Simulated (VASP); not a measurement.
Write the native input for VASP 6.6.1 that does the following.

```
Task                    : density of states
Functional              : PBE
Potentials or basis     : VASP PAW PBE potentials, release 64 (Mn_pv)
Cutoff                  : 520 eV
k mesh                  : 15 × 15 × 15
Occupations             : fermi-dirac, width 0.1 eV
Spin                    : no spin polarisation
Dipole correction       : no
k mesh for the DOS      : 23 × 23 × 23
Occupations for the DOS : tetrahedron
Further INCAR settings  : ALGO = Normal; EDIFF = 1e-07; NBANDS = 12
```

Crystal: Mn.

```xyz
1
Lattice="-1.5088 1.5088 1.5088 1.5088 -1.5088 1.5088 1.5088 1.5088 -1.5088" Properties=species:S:1:pos:R:3 pbc="T T T"
Mn    0.0000    0.0000    0.0000
```

One way to write it, as run:

POSCAR

```
Mn
1.0
   -1.5088390000      1.5088390000      1.5088390000
    1.5088390000     -1.5088390000      1.5088390000
    1.5088390000      1.5088390000     -1.5088390000
Mn
1
Direct
    0.0000000000      0.0000000000      0.0000000000
```

INCAR.step1

```
ALGO     = Normal         # electronic algorithm
EDIFF    = 1E-7           # SCF threshold, eV
ENCUT    = 520            # plane-wave cutoff, eV
GGA      = PE             # functional
ISIF     = 2              # what is computed and relaxed
ISMEAR   = -1             # smearing method
LASPH    = True           # aspherical terms in the spheres
LCHARG   = True           # write CHGCAR
LMAXMIX  = 4              # l up to which the mixer works
LREAL    = False          # projectors in reciprocal space
LWAVE    = False          # write WAVECAR
NBANDS   = 12             # bands
NELM     = 60             # most SCF steps
PREC     = Accurate       # precision mode
SIGMA    = 0.1            # smearing width, eV
```

KPOINTS.step1

```
k-points
0
Gamma
  15 15 15
```

INCAR.step2

```
ALGO     = Normal         # electronic algorithm
EDIFF    = 1E-7           # SCF threshold, eV
ENCUT    = 520            # plane-wave cutoff, eV
GGA      = PE             # functional
ICHARG   = 11             # starting density
ISIF     = 2              # what is computed and relaxed
ISMEAR   = -5             # smearing method
LASPH    = True           # aspherical terms in the spheres
LCHARG   = False          # write CHGCAR
LMAXMIX  = 4              # l up to which the mixer works
LORBIT   = 11             # projections on sites
LREAL    = False          # projectors in reciprocal space
LWAVE    = False          # write WAVECAR
NBANDS   = 12             # bands
NEDOS    = 2001           # points of the DOS
NELM     = 60             # most SCF steps
PREC     = Accurate       # precision mode
SIGMA    = 0.1            # smearing width, eV
```

KPOINTS.step2

```
k-points
0
Gamma
  23 23 23
```

Potentials or basis: VASP PAW PBE potentials, release 64 (Mn_pv).

Command:

```bash
$ cat potpaw_PBE.64/Mn_pv/POTCAR > POTCAR
$ cp INCAR.step1 INCAR
$ cp KPOINTS.step1 KPOINTS
$ mpirun -np 1 vasp_std > vasp.out
$ cp INCAR.step2 INCAR
$ cp KPOINTS.step2 KPOINTS
$ mpirun -np 1 vasp_std > vasp.out
```

Results of the run:

| Quantity | Value |
| --- | --- |
| Valence electrons inside the program's atomic spheres | Mn 11.58 |

Caveat: the run has no spin polarisation, though such a crystal can be magnetic.

Wall time 96 s on 1 thread of Intel(R) Xeon(R) Platinum 8259CL CPU @ 2.50GHz (Skylake/Cascade Lake), on a shared host, peak memory 0.19 GiB.
